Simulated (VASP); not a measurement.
Runs of VASP 6.6.1 on CsI. The structure is cubic, space group Pm-3m (No. 221). Conventional cell: a = 4.608 Å, b = 4.608 Å, c = 4.608 Å, α = 90.00°, β = 90.00°, γ = 90.00°. Within 5.2 Å of Cs (site symmetry m-3m) lie 8 I at 3.99 Å and 6 Cs at 4.61 Å. I (site symmetry m-3m) has 8 Cs at 3.99 Å and 6 I at 4.61 Å within 5.2 Å. 

```csv
level,k mesh,cutoff (eV),smearing,grid for exact exchange (PRECFOCK),share of exact exchange,screening parameter,gap on the mesh (eV),pressure (GPa)
PBE,4 × 4 × 4,500,methfessel-paxton 0.5 eV,-,-,-,3.79,0.4
PBE-based screened hybrid,4 × 4 × 4,400,gaussian 0.01 eV,Normal,0.4,0.5 1/Å,4.55,(a)
PBE,4 × 4 × 4,500,methfessel-paxton 0.2 eV,-,-,-,3.79,0.4
PBE,2 × 2 × 2,500,gaussian 0.01 eV,-,-,-,3.73,1.3
PBE-based screened hybrid,4 × 4 × 4,400,gaussian 0.01 eV,Normal,0.4,0.2078 1/Å,(c),0.0
PBE,4 × 4 × 4,500,methfessel-paxton 0.001 eV,-,-,-,3.79,0.5
HSE06,4 × 4 × 4,400,gaussian 0.01 eV,Normal,-,0.2079 1/Å,(b),0.2
```

Alike in all rows: task single point; potentials or basis VASP PAW PBE potentials, release 64 (Cs_sv, I); no spin polarisation; cell as given.

Q: Fill in the values left out.

A: (a) 0.1; (b) 4.78; (c) 5.39.

Caveats: some runs use coarse meshes; spin-orbit coupling is left out, which moves the levels of the heavy elements; the PAW data sets were made with another functional, which shifts forces and pressure a little (some runs).

A k mesh can miss the band edges, and the runs leave out spin-orbit coupling on Cs, I.
